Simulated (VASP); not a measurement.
Here is a VASP 6.6.1 calculation.

Contents of INCAR:

```
SYSTEM = Re
AGGAC = 1.0
AGGAX = 1.0
ALDAC = 0.0
ALDAX = 1.0
ALGO = Normal
EDIFF = 1E-6
ENCUT = 520
GGA = B5
ISIF = 2
ISMEAR = -1
LASPH = .TRUE.
LCHARG = .TRUE.
LELF = .TRUE.
LREAL = .FALSE.
LVHAR = .TRUE.
LWAVE = .FALSE.
NBANDS = 22
NELM = 100
PREC = Accurate
SIGMA = 0.1
```

KPOINTS

```
k-points
0
G
  14 14 4
  0 0 0
```

File POSCAR:

```
Re
1.0
    2.8516206595      0.0000000000      0.0000000000
   -1.4258103297      2.4695759331      0.0000000000
    0.0000000000      0.0000000000      9.1727925986
Re
4
Direct
    1.0000000000      0.0000000000      1.0000000000
    1.0000000000      0.0000000000      0.5000000000
    0.3333333333      0.6666666667      0.2500000000
    0.6666666667      0.3333333333      0.7500000000
```

Potentials or basis: VASP PAW PBE potentials, release 64 (Re).

The run is started by

```console
$ cat potpaw_PBE.64/Re/POTCAR > POTCAR
$ mpirun -np 1 vasp_std > vasp.out
```

Q: Estimate the band gap on the k mesh.

A: Zero (bands 14 and 15 overlap by 2.41 eV).

Q: Estimate the pressure.

A: -10.2 GPa.

Stress tensor (GPa, compression positive):
```
-10.08   0.00   0.00
  0.00 -10.08   0.00
  0.00   0.00 -10.41
```

Caveat: the cell stands under tension; the PAW data sets were made with another functional, which shifts forces and pressure a little; spin-orbit coupling is left out, which moves the levels of the heavy elements.
